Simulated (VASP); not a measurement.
Write the native input for VASP 6.6.1 that does the following.

```
Task                   : single point
Functional             : PBE
Potentials or basis    : VASP PAW PBE potentials, release 64 (P, Ga_d)
Cutoff                 : 520 eV
k mesh                 : 7 × 7 × 1
Occupations            : gaussian, width 0.05 eV
Spin                   : no spin polarisation
Dipole correction      : yes
Further INCAR settings : ALGO = Normal; EDIFF = 1e-06; NBANDS = 58
```

The structure of Ga5P6 lies in POSCAR:

```
Ga5P6
1.0
    3.8540855100      0.0000000000      0.0000000000
    0.0000000000      3.8540855100      0.0000000000
    0.0000000000      0.0000000000     30.6262501432
P Ga
6 5
Direct
    0.0000000000      0.5000000000      0.2775396910
    0.5000000000      0.0000000000      0.3665238166
    0.0000000000      0.5000000000      0.4555079423
    0.5000000000      0.0000000000      0.5466089217
    0.0000000000      0.5000000000      0.6371203407
    0.5000000000      0.0000000000      0.7278187984
    0.5000000000      0.5000000000      0.3220317590
    0.0000000000      0.0000000000      0.4110158743
    0.5000000000      0.5000000000      0.5011941821
    0.0000000000      0.0000000000      0.5922967514
    0.5000000000      0.5000000000      0.6835603884
```

The input as run:

INCAR

```
PREC = Accurate
ENCUT = 520
EDIFF = 1E-6
ISMEAR = 0
SIGMA = 0.05
LREAL = F
LASPH = T
NELM = 60
ALGO = Normal
ISIF = 2
LWAVE = F
LCHARG = F
LDIPOL = T
IDIPOL = 3
DIPOL = 0.5 0.5 0.502
GGA = PE
NBANDS = 58
```

KPOINTS

```
Automatic mesh
0
Gamma
  7 7 1
```

Potentials or basis: VASP PAW PBE potentials, release 64 (P, Ga_d).

Launch:

```bash
$ cat potpaw_PBE.64/P/POTCAR potpaw_PBE.64/Ga_d/POTCAR > POTCAR
$ mpirun -np 1 vasp_std > vasp.out
```

It gave:

| Item | Value |
| --- | --- |
| Largest force | 0.380 eV/Å |
| Band gap on the k mesh | zero (an odd number of electrons rules out a gap without spin polarisation) |

Caveat: an odd number of electrons without spin polarisation forces a metal; a magnetic or distorted state may lie lower.

Wall time 12 min on 1 thread of Intel(R) Xeon(R) Platinum 8488C (Sapphire Rapids), with other jobs on the host, peak memory 0.63 GiB.
